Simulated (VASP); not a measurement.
Wanted: the native input for a VASP 6.6.1 run.

* Task: single point
* Functional: PBE
* Potentials or basis: VASP PAW PBE potentials, release 64 (P)
* Cutoff: 520 eV
* k mesh: 10 × 10 × 8
* Occupations: gaussian, width 0.03 eV
* Spin: no spin polarisation
* Dipole correction: no
* Further INCAR settings: ALGO = Normal; EDIFF = 1e-06; NBANDS = 18

The structure of P lies in POSCAR:

```
P
1.0
    1.6800444704     -5.7273585144      0.0000000000
    1.6800444704      5.7273585144      0.0000000000
    0.0000000000      0.0000000000      4.6945060001
P
4
Direct
    0.0940707809      0.9059292191      0.9137202394
    0.5940707809      0.4059292191      0.5862797606
    0.9059292191      0.0940707809      0.0862797606
    0.4059292191      0.5940707809      0.4137202394
```

This cell differs from its parent crystal: strain +0.015 along x and y, +0.030 along z.

One way to write it, as run:

INCAR

```
PREC     = Accurate       # precision mode
ENCUT    = 520            # plane-wave cutoff, eV
EDIFF    = 1E-6           # SCF threshold, eV
ISMEAR   = 0              # smearing method
SIGMA    = 0.03           # smearing width, eV
LREAL    = False          # projectors in reciprocal space
LASPH    = True           # aspherical terms in the spheres
NELM     = 60             # most SCF steps
ALGO     = Normal         # electronic algorithm
ISIF     = 2              # what is computed and relaxed
LWAVE    = False          # write WAVECAR
LCHARG   = True           # write CHGCAR
GGA      = PE             # functional
LELF     = True           # ELF
LVHAR    = True         
NBANDS   = 18             # bands
```

KPOINTS

```
regular mesh
0
Gamma
  10 10 8
```

Potentials or basis: VASP PAW PBE potentials, release 64 (P).

Command:

```console
$ cat potpaw_PBE.64/P/POTCAR > POTCAR
$ mpirun -np 1 vasp_std > vasp.out
```

Results of the run:

| Quantity | Value |
| --- | --- |
| Pressure | -3.8 GPa |
| Largest force | 0.557 eV/Å |
| Band gap on the k mesh | 0.35 eV |

Caveat: the cell differs from its parent crystal (strain +0.015 along x and y, +0.030 along z); the cell stands under tension.

It took 2.5 min on 1 thread of Intel(R) Xeon(R) 6975P-C (Granite Rapids), with other jobs on the host, peak memory 0.36 GiB.
